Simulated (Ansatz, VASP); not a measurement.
One calculation of Hf, two programs

```
Hf
1.0
     2.92462    0.00000    0.00000
     0.00000    2.92462    0.00000
     0.00000    0.00000    2.92462
Hf
1
Direct
  0.00000 0.00000 0.00000
```

Alike in both runs: functional PBE; k mesh 6 × 6 × 6; occupations gaussian, width 0.1 eV; no spin polarisation.

Ansatz relaxed the structure, and its values are those at the end. VASP's run is a single point on that final structure, the one shown.

|  | VASP | Ansatz |
| --- | --- | --- |
| version | VASP 6.6.1 | Ansatz 0.2.0 |
| potentials or method | VASP PAW PBE potentials, release 64 (Hf_pv), cutoff 520 eV | scalar-relativistic, plane waves, PAW |
| valence electrons in the cell | 10 | 26 |

Ansatz gave:

```
gap on the k mesh at the Fermi level (eV) : none
pressure (GPa)                            : 0.0
```

Q: Estimate VASP's values.

A: gap on the k mesh at the Fermi level (eV): none; pressure (GPa): -0.3.

A gap of «none» marks a metal or a gap that the smearing closes. With one functional, cell and mesh, what is left measures potentials, basis and numerics. VASP's potentials hold 10 valence electrons a cell and Ansatz's 26, so a difference there can come from the potentials and not from the codes.

Spin-orbit coupling is off throughout.
